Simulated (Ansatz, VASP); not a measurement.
MgO: VASP beside Ansatz

```
CELL_PARAMETERS angstrom
3.55650 0.00000 0.00000
-1.77825 3.08002 0.00000
0.00000 0.00000 4.06980
ATOMIC_POSITIONS crystal
Mg 0.66667 0.33333 0.75000
Mg 0.33333 0.66667 0.25000
O 0.66667 0.33333 0.25000
O 0.33333 0.66667 0.75000
```

Alike in both runs: task single point; functional PBE; k mesh 9 × 9 × 6; occupations gaussian, width 0.05 eV; no spin polarisation.

|  | VASP | Ansatz |
| --- | --- | --- |
| version | VASP 6.6.1 | Ansatz 0.2.0 |
| potentials or method | VASP PAW PBE potentials, release 64 (Mg, O), cutoff 520 eV | scalar-relativistic, plane waves, PAW |
| valence electrons in the cell | 16 | 32 |

VASP gave:

* gap on the k mesh at the Fermi level (eV): 3.43
* least direct gap on the mesh (eV): 3.43
* pressure (GPa): 3.0
* traceless stress, the component that is largest in VASP (GPa): 6.50

**Question.** Estimate Ansatz's values.

**Answer.** gap on the k mesh at the Fermi level (eV): 3.45; least direct gap on the mesh (eV): 3.45; pressure (GPa): 3.7; traceless stress, the component that is largest in VASP (GPa): 6.56.

VASP's potentials hold 16 valence electrons a cell and Ansatz's 32, so a difference there can come from the potentials and not from the codes.
